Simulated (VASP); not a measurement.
Input of a VASP 6.6.1 run:

The input INCAR:

```
SYSTEM = C
ALGO = Normal
EDIFF = 1E-6
ENCUT = 600
GGA = PE
GGA_COMPAT = .False.
ISIF = 2
ISMEAR = -1
LASPH = .True.
LCHARG = .False.
LREAL = .False.
LWAVE = .False.
NBANDS = 11
NELM = 120
PREC = Accurate
SIGMA = 0.03
```

The input KPOINTS:

```
k-points
0
Gamma
  5 5 5
  0 0 0
```

The input POSCAR:

```
C
1.0
    0.0000000000      1.7833700000      1.7833700000
    1.7833700000      0.0000000000      1.7833700000
    1.7833700000      1.7833700000      0.0000000000
C
2
Direct
    0.7500000000      0.7500000000      0.7500000000
    0.5000000000      0.5000000000      0.5000000000
```

Potentials or basis: VASP PAW PBE potentials, release 64 (C).

Run with:

```sh
$ cat potpaw_PBE.64/C/POTCAR > POTCAR
$ mpirun -np 1 vasp_std > vasp.out
```

Question: What does it give for the band gap on the k mesh?

Answer: 4.17 eV, indirect (least direct gap 5.59 eV).

Question: What does it give for the pressure?

Answer: 2.0 GPa.

Caveat: the k points lie up to 0.61 Å⁻¹ apart. A k mesh can miss the band edges.
